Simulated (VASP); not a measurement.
Set up this calculation in VASP 6.6.1, as the native input.

```yaml
Task: single point
Functional: PBEsol
Potentials_or_basis: VASP PAW PBE potentials, release 64 (Fe)
Cutoff: 520 eV
k_mesh: 18 × 18 × 12
Occupations: gaussian, width 0.1 eV
Spin: no spin polarisation
Dipole_correction: no
Further_INCAR_settings: ALGO = Normal; EDIFF = 1e-06; NBANDS = 15
```

The structure of Fe lies in POSCAR:

```
Fe
1.0
    2.4288997753      0.0000000000      0.0000000000
   -1.2144498877      2.1034889087      0.0000000000
    0.0000000000      0.0000000000      3.8416528492
Fe
2
Direct
    0.3333333333      0.6666666667      0.2500000000
    0.6666666667      0.3333333333      0.7500000000
```

The input as run:

INCAR

```
SYSTEM = Fe
ALGO     = Normal         ! electronic algorithm
EDIFF    = 1E-6           ! SCF threshold, eV
ENCUT    = 520            ! plane-wave cutoff, eV
GGA      = PS             ! functional
ISIF     = 2              ! what is computed and relaxed
ISMEAR   = 0              ! smearing method
LASPH    = .True.         ! aspherical terms in the spheres
LCHARG   = .False.        ! write CHGCAR
LREAL    = .False.        ! projectors in reciprocal space
LWAVE    = .False.        ! write WAVECAR
NBANDS   = 15             ! bands
NELM     = 100            ! most SCF steps
PREC     = Accurate       ! precision mode
SIGMA    = 0.1            ! smearing width, eV
```

KPOINTS

```
k-points
0
Gamma
  18 18 12
  0 0 0
```

Potentials or basis: VASP PAW PBE potentials, release 64 (Fe).

The run is started by

```bash
$ cat potpaw_PBE.64/Fe/POTCAR > POTCAR
$ mpirun -np 1 vasp_std > vasp.out
```

It gave:

```json
{
  "Pressure": "-0.5 GPa",
  "Band gap on the k mesh": "zero (band 8 reaches 8.15 eV, above the bottom of band 9 at 6.10 eV)"
}
```

Caveat: the PAW data sets were made with another functional, which shifts forces and pressure a little; the run has no spin polarisation, though such a crystal can be magnetic.

Run time: 89 s on 1 thread of Intel(R) Xeon(R) Platinum 8259CL CPU @ 2.50GHz (Skylake/Cascade Lake) (shared host), peak memory 0.18 GiB.
